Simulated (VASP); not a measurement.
# GaN (P6_3mc) in VASP: further runs

GaN is run at these levels: PBEsol; tasks: single point.

Everything below comes from runs of VASP 6.6.1. Logs are shortened: lines on timing, memory, paths and dates and some standing lists are left out, and cuts for length are marked.

**1. The cell of the first run**

It takes space group P6_3mc (No. 186, hexagonal). The conventional cell has a = 3.161 Å, b = 3.161 Å, c = 5.150 Å, α = 90.00°, β = 90.00°, γ = 120.00°. Ga (site symmetry 3m) has 4 N at 1.93 to 1.94 Å within 2.6 Å. N (site symmetry 3m) has 4 Ga at 1.93 to 1.94 Å within 2.6 Å.

**2. Single point, PBEsol**

Input file INCAR:

```
SYSTEM = GaN
PREC     = Accurate       ! precision mode
ENCUT    = 520            ! plane-wave cutoff, eV
EDIFF    = 1E-6           ! SCF threshold, eV
ISMEAR   = 0              ! smearing method
SIGMA    = 0.01           ! smearing width, eV
LREAL    = .FALSE.        ! projectors in reciprocal space
LASPH    = .TRUE.         ! aspherical terms in the spheres
NELM     = 80             ! most SCF steps
ALGO     = Normal         ! electronic algorithm
ISIF     = 2              ! what is computed and relaxed
LWAVE    = .FALSE.        ! write WAVECAR
LCHARG   = .FALSE.        ! write CHGCAR
GGA      = PS             ! functional
NBANDS   = 26             ! bands
```

Input file KPOINTS:

```
Automatic mesh
0
G
  8 8 4
  0 0 0
```

Input file POSCAR:

```
GaN
1.0
    3.1610842788      0.0000000000      0.0000000000
   -1.5805421394      2.7375792890      0.0000000000
    0.0000000000      0.0000000000      5.1504547785
Ga N
2 2
Direct
    0.3333333333      0.6666666667     -0.0007724921
    0.6666666667      0.3333333333      0.4992275079
    0.3333333333      0.6666666667      0.3757724921
    0.6666666667      0.3333333333      0.8757724921
```

Potentials or basis: VASP PAW PBE potentials, release 64 (Ga_d, N).

Run with:

```
> cat potpaw_PBE.64/Ga_d/POTCAR potpaw_PBE.64/N/POTCAR > POTCAR
> mpirun -np 1 vasp_std > vasp.out
```

OUTCAR:

```text
SYSTEM = GaN
   PREC = Accurate
   ENCUT = 520
   EDIFF = 1E-6
   ISMEAR = 0
   LREAL = .FALSE.
   LASPH = .TRUE.
   NELM = 80
   ISIF = 2
   GGA = PS

 ion  position               nearest neighbor table
   1  0.333  0.667  0.999-   4 1.93   4 1.93   4 1.93   3 1.94
   2  0.667  0.333  0.499-   3 1.93   3 1.93   3 1.93   4 1.94
   3  0.333  0.667  0.376-   2 1.93   2 1.93   2 1.93   1 1.94
   4  0.667  0.333  0.876-   1 1.93   1 1.93   1 1.93   2 1.94

  LATTYP: Found a hexagonal cell.
 ALAT       =     3.1610842788
 C/A-ratio  =     1.6293316863

  Lattice vectors:

 A1 = (   3.1610842788,   0.0000000000,   0.0000000000)
 A2 = (  -1.5805421394,   2.7375792890,   0.0000000000)
 A3 = (   0.0000000000,   0.0000000000,   5.1504547785)

Analysis of symmetry for initial positions (statically):
=====================================================================
 Subroutine PRICEL returns:
 Original cell was already a primitive cell.

 Routine SETGRP: Setting up the symmetry group for a
 hexagonal supercell.

 Subroutine GETGRP returns: Found 12 space group operations
 (whereof  6 operations were pure point group operations)
 out of a pool of 24 trial point group operations.

The static configuration has the point symmetry C_3v.
 The point group associated with its full space group is C_6v.

Analysis of symmetry for dynamics (positions and initial velocities):
=====================================================================
 Subroutine PRICEL returns:
 Original cell was already a primitive cell.

 Routine SETGRP: Setting up the symmetry group for a
 hexagonal supercell.

 Subroutine GETGRP returns: Found 12 space group operations
 (whereof  6 operations were pure point group operations)
 out of a pool of 24 trial point group operations.

The dynamic configuration has the point symmetry C_3v.
 The point group associated with its full space group is C_6v.

 Subroutine INISYM returns: Found 12 space group operations
 (whereof  6 operations are pure point group operations),
 and found     1 'primitive' translations

----------------------------------------------------------------------------------------

                                     Primitive cell

  volume of cell :      44.5706

  direct lattice vectors                    reciprocal lattice vectors
     3.161084279  0.000000000  0.000000000     0.316347149  0.182643112  0.000000000
    -1.580542139  2.737579289  0.000000000     0.000000000  0.365286223  0.000000000
     0.000000000  0.000000000  5.150454779     0.000000000  0.000000000  0.194157612

  length of vectors
     3.161084279  3.161084279  5.150454779     0.365286224  0.365286223  0.194157612

  position of ions in fractional coordinates (direct lattice)
     0.333333333  0.666666667  0.999227508
     0.666666667  0.333333333  0.499227508
     0.333333333  0.666666667  0.375772492
     0.666666667  0.333333333  0.875772492

  ion indices of the primitive-cell ions
   primitive index   ion index
                 1           1
                 2           2
                 3           3
                 4           4

----------------------------------------------------------------------------------------

 KPOINTS: Automatic mesh

Automatic generation of k-mesh.
 Grid dimensions read from file:
 generate k-points for:    8    8    4

 Generating k-lattice:

  Cartesian coordinates                     Fractional coordinates (reciprocal lattice)
     0.039543394  0.022830389  0.000000000     0.125000000  0.000000000  0.000000000
     0.000000000  0.045660778  0.000000000     0.000000000  0.125000000  0.000000000
     0.000000000  0.000000000  0.048539403     0.000000000  0.000000000  0.250000000

  Length of vectors
     0.045660778  0.045660778  0.048539403

  Shift w.r.t. Gamma in fractional coordinates (k-lattice)
     0.000000000  0.000000000  0.000000000

 Subroutine IBZKPT returns following result:
 ===========================================

 Found     30 irreducible k-points:

 Following reciprocal coordinates:
            Coordinates               Weight
  0.000000  0.000000  0.000000      1.000000
  0.125000 -0.000000  0.000000      6.000000
  0.250000 -0.000000  0.000000      6.000000
  0.375000  0.000000  0.000000      6.000000
  0.500000 -0.000000  0.000000      3.000000
  0.125000  0.125000  0.000000      6.000000
[... 16 lines left out ...]
  0.250000 -0.000000  0.500000      6.000000
  0.375000  0.000000  0.500000      6.000000
 [... further k-points ...]
   k-points           NKPTS =     30   k-points in BZ     NKDIM =     30   number of bands    NBANDS=     26
   number of dos      NEDOS =    301   number of ions     NIONS =      4
   total plane-waves  NPLWV =  23040
   dimension x,y,z NGX =    24 NGY =   24 NGZ =   40
   dimension x,y,z NGXF=    48 NGYF=   48 NGZF=   80
   ions per type =               2   2
   NGX,Y,Z   is equivalent  to a cutoff of  12.62, 12.62, 12.91 a.u.
   NGXF,Y,Z  is equivalent  to a cutoff of  25.24, 25.24, 25.82 a.u.
 SYSTEM =  GaN
   PREC   = accura    normal or accurate (medium, high low for compatibility)
   ISTART =      0    job   : 0-new  1-cont  2-samecut
   ICHARG =      2    charge: 1-file 2-atom 10-const
   ISPIN  =      1    spin polarized calculation?
   LNONCOLLINEAR =      F non collinear calculations
   LSORBIT =      F    spin-orbit coupling
   LASPH  =      T    aspherical Exc in radial PAW
   ENCUT  =  520.0 eV  38.22 Ry    6.18 a.u.   5.88  5.88  9.58*2*pi/ulx,y,z
   NELM   =     80;   NELMIN=  2; NELMDL= -5     # of ELM steps
   EDIFF  = 0.1E-05   stopping-criterion for ELM
   LREAL  =      F    real-space projection
   EDIFFG = 0.1E-04   stopping-criterion for IOM
   NSW    =      0    number of steps for IOM
   IBRION =     -1    ionic relax: 0-MD 1-quasi-New 2-CG
   NFREE  =      0    steps in history (QN), initial steepest desc. (CG)
   ISIF   =      2    stress and relaxation
   ISYM   =      2    0-nonsym 1-usesym 2-fastsym
   POTIM  = 0.5000    time-step for ionic-motion
   TEBEG  =    0.0;   TEEND  =   0.0 temperature during run
   PSTRESS=    0.0 pullay stress
   NELECT =      36.0000    total number of electrons
   NUPDOWN=      -1.0000    fix difference up-down
   EMIN   =  10.00;   EMAX   =-10.00  energy-range for DOS
   EFERMI =   0.00;   METHOD = LEGACY
   ISMEAR =     0;   SIGMA  =   0.01  broadening in eV -4-tet -1-fermi 0-gaus
   EFERMI_NEDOS =   21; number of points for ismear=-14 and -15
   IALGO  =     38    algorithm
   IMIX   =      4    mixing-type and parameters
     AMIX     =   0.40;   BMIX     =  1.00
     AMIX_MAG =   1.60;   BMIX_MAG =  1.00
  volume/ion in A,a.u.               =      11.14        75.19
  Fermi-wavevector in a.u.,A,eV,Ry     =   1.524613  2.881100 31.625981  2.324444
  Thomas-Fermi vector in A             =   2.632896
   LORBIT       =      0    0 simple, 1 ext, 2 COOP (PROOUT), +10 PAW based schemes
   GGA     = PS    functional components
   LHFCALC =     F    Hartree Fock is set to
   AEXX    =    0.0000 exact exchange contribution
   IVDW    =     0    specifies the selected vdW correction
   LEPSILON=     F    determine dielectric tensor
   LRPA    =     F    only Hartree local field effects (RPA)
 non-spin polarized calculation
 Gauss-broadening in eV      SIGMA  =   0.01
  energy-cutoff  :      520.00
  volume of cell :       44.57
 maximum number of plane-waves:      1208
 NGX is ok and might be reduce to    24
   NGX = 11   NGY = 11   NGZ = 19

 number of electron      36.0000024 magnetization

 Free energy of the ion-electron system (eV)
  ---------------------------------------------------
  ext. energy  EPLUGINS =         0.00000000
  ---------------------------------------------------
  free energy    TOTEN  =       -26.25754222 eV

  energy without entropy =      -26.25754222  energy(sigma->0) =      -26.25754222

 E-fermi :   5.5098     XC(G=0): -12.0382

 val. band max:        5.4624650690   @ k =   0.0000   0.0000   0.0000
 cond. band min:       7.4906559188   @ k =   0.0000   0.0000   0.0000
 fundamental gap:      2.0281908498
 Fermi energy:         5.5097674450

 k-point     1 :       0.0000    0.0000    0.0000
  band No.  band energies     occupation
      1     -10.7345      2.00000
      2      -9.6980      2.00000
      3      -7.9641      2.00000
      4      -7.9474      2.00000
      5      -7.9474      2.00000
      6      -7.8805      2.00000
[... 18 lines left out ...]
     25      17.2671      0.00000
     26      17.2671      0.00000

 k-point     2 :       0.1250   -0.0000    0.0000
  band No.  band energies     occupation
      1     -10.5731      2.00000
      2      -9.6548      2.00000
      3      -7.9466      2.00000
      4      -7.9241      2.00000
      5      -7.9022      2.00000
      6      -7.8603      2.00000
[... 18 lines left out ...]
     25      16.8007      0.00000
     26      17.5984      0.00000

 k-point     3 :       0.2500   -0.0000    0.0000
  band No.  band energies     occupation
      1     -10.1855      2.00000
      2      -9.5712      2.00000
      3      -7.9047      2.00000
      4      -7.8829      2.00000
      5      -7.8175      2.00000
      6      -7.7689      2.00000
[... 18 lines left out ...]
     25      16.9035      0.00000
     26      18.2875      0.00000

 k-point     4 :       0.3750    0.0000    0.0000
  band No.  band energies     occupation
      1      -9.8347      2.00000
      2      -9.5170      2.00000
      3      -7.8921      2.00000
      4      -7.8672      2.00000
      5      -7.7753      2.00000
      6      -7.7132      2.00000
[... 18 lines left out ...]
     25      17.3500      0.00000
     26      18.8519      0.00000
[... 496 lines left out ...]
      1     -10.0111      2.00000
      2     -10.0111      2.00000
      3      -7.9088      2.00000
      4      -7.9088      2.00000
      5      -7.8953      2.00000
      6      -7.8953      2.00000
[... 18 lines left out ...]
     25      16.3326      0.00000
     26      16.3326      0.00000

 k-point    23 :       0.2500   -0.0000    0.5000
  band No.  band energies     occupation
      1      -9.7818      2.00000
      2      -9.7818      2.00000
      3      -7.8805      2.00000
      4      -7.8805      2.00000
      5      -7.8285      2.00000
      6      -7.8285      2.00000
[... 18 lines left out ...]
     25      17.1555      0.00000
     26      17.1555      0.00000

 k-point    24 :       0.3750    0.0000    0.5000
  band No.  band energies     occupation
      1      -9.6067      2.00000
      2      -9.6067      2.00000
      3      -7.8901      2.00000
      4      -7.8901      2.00000
      5      -7.7755      2.00000
      6      -7.7755      2.00000
[... 18 lines left out ...]
     25      17.6668      0.00000
     26      17.6668      0.00000

 [... further k-points ...]

------------------------ aborting loop because EDIFF is reached ----------------------------------------

  FORCE on cell =-STRESS in cart. coord.  units (eV):
  Direction    XX          YY          ZZ          XY          YZ          ZX
  --------------------------------------------------------------------------------------
  -------------------------------------------------------------------------------------
  Total        1.0562620      1.0562620      1.0669442      0.0000000      0.0000000      0.0000000
  in kB       37.9694112     37.9694112     38.3534039      0.0000000      0.0000000      0.0000000
  external PRESSURE =      38.0974088 kB  Pullay stress =       0.0000000 kB

 VOLUME and BASIS-vectors are now :
 -----------------------------------------------------------------------------
  energy-cutoff  :      520.00
  volume of cell :       44.57
      direct lattice vectors                 reciprocal lattice vectors
     3.161084279  0.000000000  0.000000000     0.316347149  0.182643112  0.000000000
    -1.580542139  2.737579289  0.000000000     0.000000000  0.365286223  0.000000000
     0.000000000  0.000000000  5.150454779     0.000000000  0.000000000  0.194157612

 POSITION                                       TOTAL-FORCE (eV/Angst)
 -----------------------------------------------------------------------------------
     -0.00000      1.82505      5.14648         0.000000      0.000000      0.000124
      1.58054      0.91253      2.57125         0.000000      0.000000      0.000124
     -0.00000      1.82505      1.93540        -0.000000      0.000000     -0.000124
      1.58054      0.91253      4.51063         0.000000     -0.000000     -0.000124
 -----------------------------------------------------------------------------------
    total drift:                               -0.000001     -0.000001      0.000528

  FREE ENERGIE OF THE ION-ELECTRON SYSTEM (eV)
  ---------------------------------------------------
  free  energy   TOTEN  =       -26.2575422162 eV

  energy  without entropy=      -26.2575422162  energy(sigma->0) =      -26.25754222
```

It took 20 s on 1 thread of Intel Xeon Platinum 8488C (Sapphire Rapids), shared host; peak memory 0.17 GiB.

Results:

```yaml
Free_energy: -26.2575 eV
Pressure: 3.8 GPa
Band_gap_on_the_k_mesh: 2.03 eV, direct
```

Caveat: the PAW data sets were made with another functional, which shifts forces and pressure a little.

[end of part 1 of 3]
